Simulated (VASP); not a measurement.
## Ni: relaxation of cell and atoms with PBE

The system is Ni.

```
CELL_PARAMETERS angstrom
0.00000 1.76194 1.76194
1.76194 0.00000 1.76194
1.76194 1.76194 0.00000
ATOMIC_POSITIONS crystal
Ni 0.00000 0.00000 0.00000
```

| Item | Value |
| --- | --- |
| Program | VASP 6.6.1 |
| Task | relaxation of cell and atoms |
| Functional | PBE |
| Potentials or basis | VASP PAW PBE potentials, release 64 (Ni) |
| Cutoff | 600 eV |
| k mesh | 15 × 15 × 15 |
| Occupations | fermi-dirac, width 0.05 eV |
| Spin | collinear spin, ferromagnetic start |
| Starting moments | [0.8] μB |
| Dipole correction | no |
| Further INCAR settings | ALGO = Normal; EDIFF = 1e-07; IBRION = 2; EDIFFG = -0.01; NSW = 80; ISIF = 3 |

```json
{
 "Relaxed volume": "10.89 Å³/atom",
 "Relaxed cell": "a = 2.488 Å, b = 2.488 Å, c = 2.488 Å, α = 60.00°, β = 60.00°, γ = 60.00°",
 "Space group after relaxing (to 0.1 Å)": "Fm-3m (No. 225)",
 "Energy gained by relaxing": "0.1 meV/atom",
 "Ionic steps": "3",
 "Pressure after relaxing": "0.0 GPa",
 "Net moment": "0.64 μB per cell",
 "Site moments": "Ni +0.66 μB",
 "Valence electrons inside the program's atomic spheres": "Ni 9.31"
}
```

Step by step:
| step | energy change (eV) | largest force (eV/Å) | pressure (GPa) | volume (Å³) |
| --- | --- | --- | --- | --- |
| 1 | 0.0000 | 0.0000 | -0.91 | 10.94 |
| 2 | 0.0000 | 0.0000 | 0.90 | 10.84 |
| 3 | -0.0001 | 0.0000 | 0.00 | 10.89 |

Final structure:
```yaml
crystal:
  lattice:
    - [0.00000, 1.75926, 1.75926]
    - [1.75926, 0.00000, 1.75926]
    - [1.75926, 1.75926, 0.00000]
  atoms:
    - { symbol: Ni, position: [0.00000, 0.00000, 0.00000] }
```

Levels at points of the mesh, in eV from the Fermi level:
Spin up:
| k point | band 3 | band 4 | band 5 | band 6 | band 7 | band 8 |
| --- | --- | --- | --- | --- | --- | --- |
| (0.00, 0.00, 0.00) | -2.44 | -2.44 | -1.27 | -1.27 | 23.72 | 27.57 |
Spin down:
```tsv
k point	band 3	band 4	band 5	band 6	band 7	band 8
(0.00, 0.00, 0.00)	-1.67	-1.67	-0.66	-0.66	23.55	27.55
```

Run time: 53 s on 1 thread of Intel(R) Xeon(R) Platinum 8259CL CPU @ 2.50GHz (Skylake/Cascade Lake), with other jobs on the host, peak memory 0.16 GiB.
